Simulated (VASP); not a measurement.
Set up this calculation in VASP 6.6.1, as the native input.

* Task: single point
* Functional: r2SCAN
* Potentials or basis: VASP PAW PBE potentials, release 64 (Li_sv, F)
* Cutoff: 520 eV
* k mesh: 10 × 10 × 10
* Occupations: gaussian, width 0.01 eV
* Spin: no spin polarisation
* Dipole correction: no
* Further INCAR settings: ALGO = Normal; EDIFF = 1e-06; NBANDS = 12

LiF:

```
Li F
1.0
     0.00000    2.00485    1.98853
     2.00485    0.00000    1.98853
     2.00485    2.00485    0.00000
Li F
1 1
Cartesian
  0.0000 0.0000 0.0000
  2.0048 2.0048 1.9885
```

This cell differs from its parent crystal: epitaxial xy strain +0.5%.

The input as run:

POSCAR

```
LiF
1.0
    0.0000000000      2.0048460980      1.9885317940
    2.0048460980      0.0000000000      1.9885317940
    2.0048460980      2.0048460980      0.0000000000
Li F
1 1
Direct
    0.0000000000      0.0000000000      0.0000000000
    0.5000000000      0.5000000000      0.5000000000
```

INCAR.step1

```
SYSTEM = LiF
PREC = Accurate ; ENCUT = 520
ISMEAR = 0 ; SIGMA = 0.01
LREAL = .FALSE. ; LASPH = .TRUE.
NELM = 100 ; NBANDS = 12
GGA = PE ; ALGO = Normal
EDIFF = 1E-4 ; LWAVE = .TRUE.
LCHARG = .FALSE.
```

INCAR.step2

```
SYSTEM = LiF
PREC = Accurate ; ENCUT = 520
EDIFF = 1E-6 ; ISMEAR = 0
SIGMA = 0.01 ; LREAL = .FALSE.
LASPH = .TRUE. ; NELM = 100
ALGO = Normal ; ISIF = 2
LWAVE = .FALSE. ; LCHARG = .TRUE.
METAGGA = R2SCAN ; LMIXTAU = .TRUE.
LELF = .TRUE. ; LVHAR = .TRUE.
NBANDS = 12 ; ISTART = 1
```

KPOINTS

```
regular mesh
0
G
  10 10 10
  0 0 0
```

Potentials or basis: VASP PAW PBE potentials, release 64 (Li_sv, F).

Command:

```bash
$ cat potpaw_PBE.64/Li_sv/POTCAR potpaw_PBE.64/F/POTCAR > POTCAR
$ cp INCAR.step1 INCAR
$ mpirun -np 1 vasp_std > vasp.out
$ cp INCAR.step2 INCAR
$ mpirun -np 1 vasp_std > vasp.out
```

Results of the run:

```
Band gap on the k mesh : 10.48 eV, direct
```

Caveat: the cell differs from its parent crystal (epitaxial xy strain +0.5%).

It used 100 s of CPU time on 1 thread of AMD EPYC 7R13 Processor (Zen 3), on a shared host.
